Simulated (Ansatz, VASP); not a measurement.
# One calculation of Al, two programs

```xyz
3
Lattice="1.6726 0.9657 7.8499 -1.6726 0.9657 7.8499 0.0000 -1.9313 7.8499" Properties=species:S:1:pos:R:3 pbc="T T T"
Al    0.0000    0.0000    0.0000
Al    0.0000    0.0000    5.1681
Al    0.0000    0.0000   18.3815
```

Alike in both runs: task single point; functional PBE; k mesh 6 × 6 × 6; occupations gaussian, width 0.1 eV; no spin polarisation.

|  | VASP | Ansatz |
| --- | --- | --- |
| version | VASP 6.6.1 | Ansatz 0.2.0 |
| potentials or method | VASP PAW PBE potentials, release 64 (Al), cutoff 500 eV | scalar-relativistic, plane waves, PAW |
| valence electrons in the cell | 9 | 9 |

|  | VASP | Ansatz | Ansatz less VASP |
| --- | --- | --- | --- |
| gap on the k mesh at the Fermi level (eV) | none | none | - |
| pressure (GPa) | -11.5 | -11.5 | +0.01 |
| traceless stress, the component that is largest in VASP (GPa) | 1.10 | 1.10 | +0.002 |
| rms of the force components (eV/Å) | 0.022 | 0.022 | +0.0001 |

Atom by atom the forces differ by 0.000 eV/Å (rms over components). A gap of «none» marks a metal or a gap that the smearing closes. The functional is the same, so the differences come from potentials, cutoffs and numerics.

The k mesh is coarse, so the values compare programs but aren't converged.
